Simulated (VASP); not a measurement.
# Te7Pb8 (a cell with a defect) in VASP: single point with LDA

Aim: the single point of Te7Pb8 (a cell with a defect) with LDA.

Everything below comes from runs of VASP 6.6.1. Logs are shortened: lines on timing, memory, paths and dates and some standing lists are left out, and cuts for length are marked.

## 1. The cell of the first run

The cell holds a defect, 15 atoms: a = 9.139 Å, b = 9.139 Å, c = 9.139 Å, α = 60.00°, β = 60.00°, γ = 60.00°.

## 2. Single point, LDA

File INCAR:

```
SYSTEM = Te7Pb8
  ALGO = Normal
  EDIFF = 1E-6
  ENCUT = 400
  GGA_COMPAT = .FALSE.
  ISIF = 2
  ISMEAR = 0
  LASPH = .TRUE.
  LCHARG = .FALSE.
  LREAL = .FALSE.
  LWAVE = .FALSE.
  NBANDS = 90
  NELM = 120
  PREC = Accurate
  SIGMA = 0.05
```

File KPOINTS:

```
k-points
0
G
  2 2 2
  0 0 0
```

File POSCAR:

```
Te7Pb8
1.0
    0.0000000000      6.4620000000      6.4620000000
    6.4620000000      0.0000000000      6.4620000000
    6.4620000000      6.4620000000      0.0000000000
Pb Te
8 7
Direct
    0.0000000000      0.0000000000      0.0000000000
    0.0000000000      0.0000000000      0.5000000000
    0.0000000000      0.5000000000      0.0000000000
    0.0000000000      0.5000000000      0.5000000000
    0.5000000000      0.0000000000      0.0000000000
    0.5000000000      0.0000000000      0.5000000000
    0.5000000000      0.5000000000      0.0000000000
    0.5000000000      0.5000000000      0.5000000000
    0.2500000000      0.2500000000      0.7500000000
    0.2500000000      0.7500000000      0.2500000000
    0.2500000000      0.7500000000      0.7500000000
    0.7500000000      0.2500000000      0.2500000000
    0.7500000000      0.2500000000      0.7500000000
    0.7500000000      0.7500000000      0.2500000000
    0.7500000000      0.7500000000      0.7500000000
```

Potentials or basis: VASP PAW LDA potentials, release 64 (Pb_d, Te).

The run is started by

```console
> cat potpaw_LDA.64/Pb_d/POTCAR potpaw_LDA.64/Te/POTCAR > POTCAR
> mpirun -np 1 vasp_std > vasp.out
```

OUTCAR:

```text
SYSTEM = Te7Pb8
   EDIFF = 1E-6
   ENCUT = 400
   ISIF = 2
   ISMEAR = 0
   LASPH = .TRUE.
   LREAL = .FALSE.
   NELM = 120
   PREC = Accurate

 ion  position               nearest neighbor table
   1  0.000  0.000  0.000-   9 3.23  10 3.23  11 3.23  12 3.23  13 3.23  14 3.23
   2  0.000  0.000  0.500-  10 3.23  11 3.23  12 3.23  13 3.23  15 3.23
   3  0.000  0.500  0.000-   9 3.23  11 3.23  12 3.23  14 3.23  15 3.23
   4  0.000  0.500  0.500-   9 3.23  10 3.23  13 3.23  14 3.23  15 3.23
   5  0.500  0.000  0.000-   9 3.23  10 3.23  13 3.23  14 3.23  15 3.23
   6  0.500  0.000  0.500-   9 3.23  11 3.23  12 3.23  14 3.23  15 3.23
   7  0.500  0.500  0.000-  10 3.23  11 3.23  12 3.23  13 3.23  15 3.23
   8  0.500  0.500  0.500-   9 3.23  10 3.23  11 3.23  12 3.23  13 3.23  14 3.23
   9  0.250  0.250  0.750-   1 3.23   3 3.23   4 3.23   5 3.23   6 3.23   8 3.23
  10  0.250  0.750  0.250-   1 3.23   2 3.23   4 3.23   5 3.23   7 3.23   8 3.23
  11  0.250  0.750  0.750-   1 3.23   2 3.23   3 3.23   6 3.23   7 3.23   8 3.23
  12  0.750  0.250  0.250-   1 3.23   2 3.23   3 3.23   6 3.23   7 3.23   8 3.23
  13  0.750  0.250  0.750-   1 3.23   2 3.23   4 3.23   5 3.23   7 3.23   8 3.23
  14  0.750  0.750  0.250-   1 3.23   3 3.23   4 3.23   5 3.23   6 3.23   8 3.23
  15  0.750  0.750  0.750-   2 3.23   3 3.23   4 3.23   5 3.23   6 3.23   7 3.23

  LATTYP: Found a face centered cubic cell.
 ALAT       =    12.9240000000

  Lattice vectors:

 A1 = (   0.0000000000,   6.4620000000,   6.4620000000)
 A2 = (   6.4620000000,   0.0000000000,   6.4620000000)
 A3 = (   6.4620000000,   6.4620000000,   0.0000000000)

Analysis of symmetry for initial positions (statically):
=====================================================================
 Subroutine PRICEL returns:
 Original cell was already a primitive cell.

 Routine SETGRP: Setting up the symmetry group for a
 face centered cubic supercell.

 Subroutine GETGRP returns: Found 48 space group operations
 (whereof 24 operations were pure point group operations)
 out of a pool of 48 trial point group operations.

The static configuration has the point symmetry T_d .
 The point group associated with its full space group is O_h .

Analysis of symmetry for dynamics (positions and initial velocities):
=====================================================================
 Subroutine PRICEL returns:
 Original cell was already a primitive cell.

 Routine SETGRP: Setting up the symmetry group for a
 face centered cubic supercell.

 Subroutine GETGRP returns: Found 48 space group operations
 (whereof 24 operations were pure point group operations)
 out of a pool of 48 trial point group operations.

The dynamic configuration has the point symmetry T_d .
 The point group associated with its full space group is O_h .

 Subroutine INISYM returns: Found 48 space group operations
 (whereof 24 operations are pure point group operations),
 and found     1 'primitive' translations

----------------------------------------------------------------------------------------

                                     Primitive cell

  volume of cell :     539.6732

  direct lattice vectors                    reciprocal lattice vectors
     0.000000000  6.462000000  6.462000000    -0.077375426  0.077375426  0.077375426
     6.462000000  0.000000000  6.462000000     0.077375426 -0.077375426  0.077375426
     6.462000000  6.462000000  0.000000000     0.077375426  0.077375426 -0.077375426

  length of vectors
     9.138648040  9.138648040  9.138648040     0.134018168  0.134018168  0.134018168

  position of ions in fractional coordinates (direct lattice)
     0.000000000  0.000000000  0.000000000
     0.000000000  0.000000000  0.500000000
     0.000000000  0.500000000  0.000000000
     0.000000000  0.500000000  0.500000000
     0.500000000  0.000000000  0.000000000
     0.500000000  0.000000000  0.500000000
     0.500000000  0.500000000  0.000000000
     0.500000000  0.500000000  0.500000000
     0.250000000  0.250000000  0.750000000
     0.250000000  0.750000000  0.250000000
     0.250000000  0.750000000  0.750000000
     0.750000000  0.250000000  0.250000000
     0.750000000  0.250000000  0.750000000
     0.750000000  0.750000000  0.250000000
     0.750000000  0.750000000  0.750000000

  ion indices of the primitive-cell ions
   primitive index   ion index
                 1           1
                 2           2
                 3           3
                 4           4
                 5           5
                 6           6
                 7           7
                 8           8
                 9           9
                10          10
                11          11
                12          12
                13          13
                14          14
                15          15

----------------------------------------------------------------------------------------

 KPOINTS: k-points

Automatic generation of k-mesh.
 Grid dimensions read from file:
 generate k-points for:    2    2    2

 Generating k-lattice:

  Cartesian coordinates                     Fractional coordinates (reciprocal lattice)
    -0.038687713  0.038687713  0.038687713     0.500000000  0.000000000  0.000000000
     0.038687713 -0.038687713  0.038687713     0.000000000  0.500000000  0.000000000
     0.038687713  0.038687713 -0.038687713     0.000000000  0.000000000  0.500000000

  Length of vectors
     0.067009084  0.067009084  0.067009084

  Shift w.r.t. Gamma in fractional coordinates (k-lattice)
     0.000000000  0.000000000  0.000000000

 Subroutine IBZKPT returns following result:
 ===========================================

 Found      3 irreducible k-points:

 Following reciprocal coordinates:
            Coordinates               Weight
  0.000000  0.000000  0.000000      1.000000
  0.500000  0.000000  0.000000      4.000000
  0.500000  0.500000  0.000000      3.000000
   k-points           NKPTS =      3   k-points in BZ     NKDIM =      3   number of bands    NBANDS=     90
   number of dos      NEDOS =    301   number of ions     NIONS =     15
   total plane-waves  NPLWV = 216000
   dimension x,y,z NGX =    60 NGY =   60 NGZ =   60
   dimension x,y,z NGXF=   120 NGYF=  120 NGZF=  120
   ions per type =               8   7
   NGX,Y,Z   is equivalent  to a cutoff of  10.91, 10.91, 10.91 a.u.
   NGXF,Y,Z  is equivalent  to a cutoff of  21.83, 21.83, 21.83 a.u.
 SYSTEM =  Te7Pb8
   PREC   = accura    normal or accurate (medium, high low for compatibility)
   ISTART =      0    job   : 0-new  1-cont  2-samecut
   ICHARG =      2    charge: 1-file 2-atom 10-const
   ISPIN  =      1    spin polarized calculation?
   LNONCOLLINEAR =      F non collinear calculations
   LSORBIT =      F    spin-orbit coupling
   LASPH  =      T    aspherical Exc in radial PAW
   ENCUT  =  400.0 eV  29.40 Ry    5.42 a.u.  14.90 14.90 14.90*2*pi/ulx,y,z
   NELM   =    120;   NELMIN=  2; NELMDL= -5     # of ELM steps
   EDIFF  = 0.1E-05   stopping-criterion for ELM
   LREAL  =      F    real-space projection
   EDIFFG = 0.1E-04   stopping-criterion for IOM
   NSW    =      0    number of steps for IOM
   IBRION =     -1    ionic relax: 0-MD 1-quasi-New 2-CG
   NFREE  =      0    steps in history (QN), initial steepest desc. (CG)
   ISIF   =      2    stress and relaxation
   ISYM   =      2    0-nonsym 1-usesym 2-fastsym
   POTIM  = 0.5000    time-step for ionic-motion
   TEBEG  =    0.0;   TEEND  =   0.0 temperature during run
   PSTRESS=    0.0 pullay stress
   NELECT =     154.0000    total number of electrons
   NUPDOWN=      -1.0000    fix difference up-down
   EMIN   =  10.00;   EMAX   =-10.00  energy-range for DOS
   EFERMI =   0.00;   METHOD = LEGACY
   ISMEAR =     0;   SIGMA  =   0.05  broadening in eV -4-tet -1-fermi 0-gaus
   EFERMI_NEDOS =   21; number of points for ismear=-14 and -15
   IALGO  =     38    algorithm
   IMIX   =      4    mixing-type and parameters
     AMIX     =   0.40;   BMIX     =  1.00
     AMIX_MAG =   1.60;   BMIX_MAG =  1.00
  volume/ion in A,a.u.               =      35.98       242.79
  Fermi-wavevector in a.u.,A,eV,Ry     =   1.077800  2.036746 15.805242  1.161653
  Thomas-Fermi vector in A             =   2.213721
   LORBIT       =      0    0 simple, 1 ext, 2 COOP (PROOUT), +10 PAW based schemes
   GGA     = CA    functional components
   LHFCALC =     F    Hartree Fock is set to
   AEXX    =    0.0000 exact exchange contribution
   IVDW    =     0    specifies the selected vdW correction
   LEPSILON=     F    determine dielectric tensor
   LRPA    =     F    only Hartree local field effects (RPA)
 non-spin polarized calculation
 Gauss-broadening in eV      SIGMA  =   0.05
  energy-cutoff  :      400.00
  volume of cell :      539.67
 maximum number of plane-waves:      9841
 NGX is ok and might be reduce to    60
   NGX = 29   NGY = 29   NGZ = 29

 number of electron     153.9999981 magnetization

 Free energy of the ion-electron system (eV)
  ---------------------------------------------------
  ext. energy  EPLUGINS =         0.00000000
  ---------------------------------------------------
  free energy    TOTEN  =       -63.69241347 eV

  energy without entropy =      -63.67950497  energy(sigma->0) =      -63.68595922

 E-fermi :   5.6355     XC(G=0):  -9.2737

 val. band max:        5.5633571784   @ k =   0.0000   0.0000   0.0000
 cond. band min:       5.6576717625   @ k =   0.5000   0.0000   0.0000
 fundamental gap:      0.0943145841
 Fermi energy:         5.6355188382

 k-point     1 :       0.0000    0.0000    0.0000
  band No.  band energies     occupation
      1     -12.0087      2.00000
      2     -11.9769      2.00000
      3     -11.9769      2.00000
      4     -11.9720      2.00000
      5     -11.9720      2.00000
      6     -11.9720      2.00000
[... 81 lines left out ...]
     88       6.3560      0.00000
     89       7.7305      0.00000

 k-point     2 :       0.5000    0.0000    0.0000
  band No.  band energies     occupation
      1     -11.9996      2.00000
      2     -11.9807      2.00000
      3     -11.9710      2.00000
      4     -11.9710      2.00000
      5     -11.9666      2.00000
      6     -11.9666      2.00000
[... 81 lines left out ...]
     88       7.9723      0.00000
     89       8.1072      0.00000

 k-point     3 :       0.5000    0.5000    0.0000
  band No.  band energies     occupation
      1     -11.9985      2.00000
      2     -11.9744      2.00000
      3     -11.9732      2.00000
      4     -11.9732      2.00000
      5     -11.9702      2.00000
      6     -11.9605      2.00000
[... 81 lines left out ...]
     88       7.3292      0.00000
     89       7.8010      0.00000
 [bands above 89 left out]

------------------------ aborting loop because EDIFF is reached ----------------------------------------

  FORCE on cell =-STRESS in cart. coord.  units (eV):
  Direction    XX          YY          ZZ          XY          YZ          ZX
  --------------------------------------------------------------------------------------
  -------------------------------------------------------------------------------------
  Total       -6.9596219     -6.9596219     -6.9596219      0.0000000      0.0000000      0.0000000
  in kB      -20.6616676    -20.6616676    -20.6616676      0.0000000      0.0000000      0.0000000
  external PRESSURE =     -20.6616676 kB  Pullay stress =       0.0000000 kB

 VOLUME and BASIS-vectors are now :
 -----------------------------------------------------------------------------
  energy-cutoff  :      400.00
  volume of cell :      539.67
      direct lattice vectors                 reciprocal lattice vectors
     0.000000000  6.462000000  6.462000000    -0.077375426  0.077375426  0.077375426
     6.462000000  0.000000000  6.462000000     0.077375426 -0.077375426  0.077375426
     6.462000000  6.462000000  0.000000000     0.077375426  0.077375426 -0.077375426

 POSITION                                       TOTAL-FORCE (eV/Angst)
 -----------------------------------------------------------------------------------
      0.00000      0.00000      0.00000        -0.000000     -0.000000     -0.000000
      3.23100      3.23100      0.00000        -0.000000     -0.000000      0.050455
      3.23100      0.00000      3.23100        -0.000000      0.050455     -0.000000
      6.46200      3.23100      3.23100        -0.050455     -0.000000     -0.000000
      0.00000      3.23100      3.23100         0.050455     -0.000000     -0.000000
      3.23100      6.46200      3.23100        -0.000000     -0.050455     -0.000000
      3.23100      3.23100      6.46200        -0.000000     -0.000000     -0.050455
      6.46200      6.46200      6.46200        -0.000000     -0.000000     -0.000000
      6.46200      6.46200      3.23100        -0.000000     -0.000000     -0.000000
      6.46200      3.23100      6.46200        -0.000000     -0.000000     -0.000000
      9.69300      6.46200      6.46200        -0.000000     -0.000000     -0.000000
      3.23100      6.46200      6.46200        -0.000000     -0.000000     -0.000000
      6.46200      9.69300      6.46200        -0.000000     -0.000000     -0.000000
      6.46200      6.46200      9.69300        -0.000000     -0.000000     -0.000000
      9.69300      9.69300      9.69300        -0.000000     -0.000000     -0.000000
 -----------------------------------------------------------------------------------
    total drift:                               -0.000000     -0.000000      0.000000

  FREE ENERGIE OF THE ION-ELECTRON SYSTEM (eV)
  ---------------------------------------------------
  free  energy   TOTEN  =       -63.6924134695 eV

  energy  without entropy=      -63.6795049672  energy(sigma->0) =      -63.68595922
```

Wall time 3.4 min (1 thread of Intel Xeon Platinum 8488C (Sapphire Rapids), shared host); peak memory 0.39 GiB.

What came out:

```
Free energy            : -63.6924 eV
Pressure               : -2.1 GPa
Largest force          : 0.050 eV/Å
Band gap on the k mesh : zero (bands 77 and 78 overlap by 0.09 eV)
```

Forces on the atoms (eV/Å):
```
Pb   0.000  0.000  0.000
Pb   0.000  0.000  0.050
Pb   0.000  0.050  0.000
Pb  -0.050  0.000  0.000
Pb   0.050  0.000  0.000
Pb   0.000 -0.050  0.000
Pb   0.000  0.000 -0.050
Pb   0.000  0.000  0.000
Te   0.000  0.000  0.000
Te   0.000  0.000  0.000
Te   0.000  0.000  0.000
Te   0.000  0.000  0.000
Te   0.000  0.000  0.000
Te   0.000  0.000  0.000
Te   0.000  0.000  0.000
```

Caveat: the k points lie up to 0.42 Å⁻¹ apart; spin-orbit coupling is left out, which moves the levels of the heavy elements.
